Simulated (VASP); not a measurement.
# TiAl3 (I4/mmm) in VASP: settings compared, part 2 of 2

VASP 6.6.1. Earlier steps stand in the parts before.

**4. Single point, PBE**

This run uses another cell than the first one, of 15.01 Å³/atom, 1.021 times its volume.

INCAR

```
SYSTEM = TiAl3
PREC = Accurate ; ENCUT = 520
EDIFF = 1E-6 ; ISMEAR = -1
SIGMA = 0.05 ; LREAL = .False.
LASPH = .True. ; NELM = 100
ALGO = Normal ; ISIF = 2
LWAVE = .False. ; LCHARG = .True.
GGA = PE ; LELF = .True.
LVHAR = .True. ; NBANDS = 18
```

KPOINTS

```
regular mesh
0
Gamma
  10 10 10
  0 0 0
```

POSCAR

```
TiAl3
1.0
   -1.8852778379      1.8852778379      4.2228148271
    1.8852778379     -1.8852778379      4.2228148271
    1.8852778379      1.8852778379     -4.2228148271
Ti Al
1 3
Direct
    0.0000000000      0.0000000000      0.0000000000
    0.2500000000      0.7500000000      0.5000000000
    0.7500000000      0.2500000000      0.5000000000
    0.5000000000      0.5000000000      0.0000000000
```

Potentials or basis: VASP PAW PBE potentials, release 64 (Ti_sv, Al).

Started as:

```sh
cat potpaw_PBE.64/Ti_sv/POTCAR potpaw_PBE.64/Al/POTCAR > POTCAR
mpirun -np 1 vasp_std > vasp.out
```

OUTCAR:

```text
SYSTEM = TiAl3
   PREC = Accurate
   ENCUT = 520
   EDIFF = 1E-6
   ISMEAR = -1
   LREAL = .False.
   LASPH = .True.
   NELM = 100
   ISIF = 2
   GGA = PE

 ion  position               nearest neighbor table
   1  0.000  0.000  0.000-   4 2.67   4 2.67   4 2.67   4 2.67   3 2.83   2 2.83   3 2.83   2 2.83
                             3 2.83   3 2.83   2 2.83   2 2.83
   2  0.250  0.750  0.500-   3 2.67   3 2.67   3 2.67   3 2.67   4 2.83   1 2.83   4 2.83   4 2.83
                             1 2.83   1 2.83   4 2.83   1 2.83
   3  0.750  0.250  0.500-   2 2.67   2 2.67   2 2.67   2 2.67   4 2.83   1 2.83   4 2.83   1 2.83
                             4 2.83   4 2.83   1 2.83   1 2.83
   4  0.500  0.500  0.000-   1 2.67   1 2.67   1 2.67   1 2.67   3 2.83   2 2.83   3 2.83   3 2.83
                             2 2.83   2 2.83   3 2.83   2 2.83

  LATTYP: Found a body centered tetragonal cell.
 ALAT       =     3.7705556758
 C/A-ratio  =     2.2398899208

  Lattice vectors:

 A1 = (  -1.8852778379,   1.8852778379,   4.2228148271)
 A2 = (   1.8852778379,  -1.8852778379,   4.2228148271)
 A3 = (   1.8852778379,   1.8852778379,  -4.2228148271)

Analysis of symmetry for initial positions (statically):
[... 181 lines left out ...]
 fundamental gap:      0.0038625062
 Fermi energy:         8.7809045132

 k-point     1 :       0.0000    0.0000    0.0000
  band No.  band energies     occupation
      1     -47.5444      2.00000
      2     -23.8721      2.00000
      3     -23.8721      2.00000
      4     -23.7937      2.00000
      5      -1.5601      2.00000
      6       5.8839      2.00000
[... 481 lines left out ...]
      5       1.8161      2.00000
      6       2.9575      2.00000
[... 10 lines left out ...]
     17      13.8669      0.00000
     18      15.0868      0.00000

 [... further k-points ...]

------------------------ aborting loop because EDIFF is reached ----------------------------------------

  FORCE on cell =-STRESS in cart. coord.  units (eV):
  Direction    XX          YY          ZZ          XY          YZ          ZX
  --------------------------------------------------------------------------------------
  -------------------------------------------------------------------------------------
  Total        2.6897805      2.6897805      2.5476825      0.0000000      0.0000000      0.0000000
  in kB       71.7818532     71.7818532     67.9897002      0.0000000      0.0000000      0.0000000
  external PRESSURE =      70.5178022 kB  Pullay stress =       0.0000000 kB

 VOLUME and BASIS-vectors are now :
 -----------------------------------------------------------------------------
  energy-cutoff  :      520.00
  volume of cell :       60.04
      direct lattice vectors                 reciprocal lattice vectors
    -1.885277838  1.885277838  4.222814827     0.000000000  0.265212899  0.118404434
     1.885277838 -1.885277838  4.222814827     0.265212899  0.000000000  0.118404434
     1.885277838  1.885277838 -4.222814827     0.265212899  0.265212899  0.000000000

 POSITION                                       TOTAL-FORCE (eV/Angst)
 -----------------------------------------------------------------------------------
      0.00000      0.00000      0.00000         0.000000      0.000000     -0.000000
      1.88528      0.00000      2.11141        -0.000000      0.000000      0.000000
      0.00000      1.88528      2.11141         0.000000     -0.000000     -0.000000
      0.00000      0.00000      4.22281         0.000000      0.000000     -0.000000
 -----------------------------------------------------------------------------------
    total drift:                               -0.000000     -0.000000     -0.000000

  FREE ENERGIE OF THE ION-ELECTRON SYSTEM (eV)
  ---------------------------------------------------
  free  energy   TOTEN  =       -20.5902132656 eV

  energy  without entropy=      -20.5772434366  energy(sigma->0) =      -20.58372835
```

OSZICAR:

```text
N       E                     dE             d eps       ncg     rms          rms(c)
DAV:   1     0.123557444835E+03    0.12356E+03   -0.92860E+03  3672   0.108E+03
DAV:   2    -0.138397563726E+02   -0.13740E+03   -0.13380E+03  3750   0.288E+02
DAV:   3    -0.222812707451E+02   -0.84415E+01   -0.82607E+01  5634   0.665E+01
DAV:   4    -0.225282335787E+02   -0.24696E+00   -0.24645E+00  4690   0.103E+01
DAV:   5    -0.225365968407E+02   -0.83633E-02   -0.83616E-02  5464   0.189E+00    0.114E+01
DAV:   6    -0.212684850596E+02    0.12681E+01   -0.18827E+01  4956   0.344E+01    0.644E+00
DAV:   7    -0.206621637538E+02    0.60632E+00   -0.68316E+00  4696   0.193E+01    0.320E+00
DAV:   8    -0.206415405779E+02    0.20623E-01   -0.10119E+00  4642   0.815E+00    0.180E+00
DAV:   9    -0.205902559962E+02    0.51285E-01   -0.36025E-01  4680   0.472E+00    0.245E-01
DAV:  10    -0.205919916563E+02   -0.17357E-02   -0.89677E-03  4496   0.643E-01    0.311E-01
DAV:  11    -0.205902288075E+02    0.17628E-02   -0.68083E-03  5048   0.590E-01    0.602E-02
DAV:  12    -0.205902124361E+02    0.16371E-04   -0.34950E-04  4894   0.131E-01    0.427E-02
DAV:  13    -0.205902132656E+02   -0.82953E-06   -0.63567E-06  4158   0.186E-02
   1 F= -.20590213E+02 E0= -.20583728E+02  d E =-.129698E-01
```

Wall time 80 s (1 thread of Intel Xeon 6975P-C (Granite Rapids), shared host); peak memory 0.29 GiB.

Results:

- Free energy: -20.5902 eV
- Pressure: 7.1 GPa

Stress tensor (GPa, compression positive):
```
7.18 0.00 0.00
0.00 7.18 0.00
0.00 0.00 6.80
```

Levels at points of the mesh, in eV from the Fermi level:
| k point | band 7 | band 8 | band 9 | band 10 | band 11 | band 12 | band 13 | band 14 | band 15 | band 16 |
| --- | --- | --- | --- | --- | --- | --- | --- | --- | --- | --- |
| (0.00, 0.00, 0.00) | -2.69 | -1.49 | -1.27 | -1.27 | 0.87 | 1.84 | 1.84 | 2.25 | 2.75 | 4.03 |
| (0.50, 0.00, 0.00) | -3.72 | -2.95 | -1.09 | -0.28 | 0.53 | 1.93 | 2.16 | 2.86 | 3.26 | 4.71 |
| (0.50, 0.50, 0.00) | -4.45 | -3.88 | -2.75 | -2.23 | -1.03 | 1.89 | 2.08 | 2.78 | 2.99 | 3.41 |
| (0.50, 0.50, 0.50) | -2.07 | -0.91 | -0.91 | -0.25 | 0.73 | 0.73 | 1.00 | 3.16 | 5.14 | 6.34 |

**5. Single point, LDA**

This run uses another cell than the first one, of 15.32 Å³/atom, 1.043 times its volume.

INCAR

```
SYSTEM = TiAl3
  PREC = Accurate
  ENCUT = 520
  EDIFF = 1E-6
  ISMEAR = -1
  SIGMA = 0.05
  LREAL = .False.
  LASPH = .True.
  NELM = 60
  ALGO = Normal
  ISIF = 2
  LWAVE = .False.
  LCHARG = .False.
  NBANDS = 18
```

KPOINTS

```
Automatic mesh
0
Gamma
  10 10 10
  0 0 0
```

POSCAR

```
TiAl3
1.0
   -1.8982801649      1.8982801649      4.2519386083
    1.8982801649     -1.8982801649      4.2519386083
    1.8982801649      1.8982801649     -4.2519386083
Ti Al
1 3
Direct
    0.0000000000      0.0000000000      0.0000000000
    0.2500000000      0.7500000000      0.5000000000
    0.7500000000      0.2500000000      0.5000000000
    0.5000000000      0.5000000000      0.0000000000
```

Potentials or basis: VASP PAW LDA potentials, release 64 (Ti_sv, Al).

Started as:

```sh
cat potpaw_LDA.64/Ti_sv/POTCAR potpaw_LDA.64/Al/POTCAR > POTCAR
mpirun -np 1 vasp_std > vasp.out
```

It took 67 s on 1 thread of Intel Xeon 6975P-C (Granite Rapids), shared host; peak memory 0.26 GiB.

The run converged. Its results:

- Free energy: -22.7997 eV
- Pressure: -1.2 GPa

Stress tensor (GPa, compression positive):
```
-1.34  0.00  0.00
 0.00 -1.34  0.00
 0.00  0.00 -1.06
```

Levels at points of the mesh, in eV from the Fermi level:
```
           k point  band 7  band 8  band 9  band 10  band 11  band 12  band 13  band 14  band 15  band 16
(0.00, 0.00, 0.00)   -2.60   -1.45   -1.24    -1.24     0.85     1.83     1.83     2.32     2.54     3.92
(0.50, 0.00, 0.00)   -3.62   -2.91   -1.07    -0.27     0.51     1.83     2.15     2.79     3.25     4.61
(0.50, 0.50, 0.00)   -4.41   -3.76   -2.65    -2.19    -1.00     1.81     1.96     2.78     2.93     3.29
(0.50, 0.50, 0.50)   -2.04   -0.87   -0.87    -0.23     0.71     0.71     0.98     3.15     4.87     6.21
```

**6. Single point, LDA**

This run uses another cell than the first one, of 15.63 Å³/atom, 1.064 times its volume.

INCAR

```
PREC = Accurate ; ENCUT = 520
EDIFF = 1E-6 ; ISMEAR = -1
SIGMA = 0.05 ; LREAL = F
LASPH = T ; NELM = 60
ALGO = Normal ; ISIF = 2
LWAVE = F ; LCHARG = T
LELF = T ; LVHAR = T
NBANDS = 18
```

KPOINTS

```
regular mesh
0
Gamma
  10 10 10
```

POSCAR

```
TiAl3
1.0
   -1.9111067713      1.9111067713      4.2806687947
    1.9111067713     -1.9111067713      4.2806687947
    1.9111067713      1.9111067713     -4.2806687947
Ti Al
1 3
Direct
    0.0000000000      0.0000000000      0.0000000000
    0.2500000000      0.7500000000      0.5000000000
    0.7500000000      0.2500000000      0.5000000000
    0.5000000000      0.5000000000      0.0000000000
```

Potentials or basis: VASP PAW LDA potentials, release 64 (Ti_sv, Al).

Started as:

```sh
cat potpaw_LDA.64/Ti_sv/POTCAR potpaw_LDA.64/Al/POTCAR > POTCAR
mpirun -np 1 vasp_std > vasp.out
```

Run time: 76 s. Hardware: 1 thread of Intel Xeon 6975P-C (Granite Rapids), shared host; peak memory 0.26 GiB.

Results (log left out):

```
Free energy : -22.7821 eV
Pressure    : -3.4 GPa
```

Stress tensor (GPa, compression positive):
```
-3.54  0.00  0.00
 0.00 -3.54  0.00
 0.00  0.00 -3.16
```

Levels at points of the mesh, in eV from the Fermi level:
```tsv
k point	band 8	band 9	band 10	band 11	band 12	band 13	band 14	band 15
(0.00, 0.00, 0.00)	-1.41	-1.22	-1.22	0.84	1.79	1.79	2.32	2.40
(0.50, 0.00, 0.00)	-2.92	-1.05	-0.26	0.50	1.77	2.12	2.72	3.21
(0.50, 0.50, 0.00)	-3.70	-2.63	-2.18	-0.98	1.76	1.90	2.75	2.86
(0.50, 0.50, 0.50)	-0.88	-0.88	-0.22	0.70	0.70	0.95	3.11	4.69
```

**7. Summary**

| level | potentials or basis | cell | gap on the mesh (eV) | pressure (GPa) |
| --- | --- | --- | --- | --- |
| LDA | VASP PAW LDA potentials, release 64 (Ti_sv, Al) | a = 4.959 Å, angles 135.6, 135.6, 64.5°, 4 atoms | none | 3.8 |
| LDA | VASP PAW LDA potentials, release 64 (Ti_sv, Al) | a = 4.994 Å, angles 135.6, 135.6, 64.5°, 4 atoms | none | 1.2 |
| PBE | VASP PAW PBE potentials, release 64 (Ti_sv, Al) | a = 4.994 Å, angles 135.6, 135.6, 64.5°, 4 atoms | none | 7.1 |
| LDA | VASP PAW LDA potentials, release 64 (Ti_sv, Al) | a = 5.029 Å, angles 135.6, 135.6, 64.5°, 4 atoms | none | -1.2 |
| LDA | VASP PAW LDA potentials, release 64 (Ti_sv, Al) | a = 5.062 Å, angles 135.6, 135.6, 64.5°, 4 atoms | none | -3.4 |

Alike in all rows: task single point; no spin polarisation; k mesh 10 × 10 × 10; cutoff (eV) 520; smearing fermi-dirac 0.05 eV.

Total energies depend on the potentials used, so only differences within one code and one set of settings carry meaning.
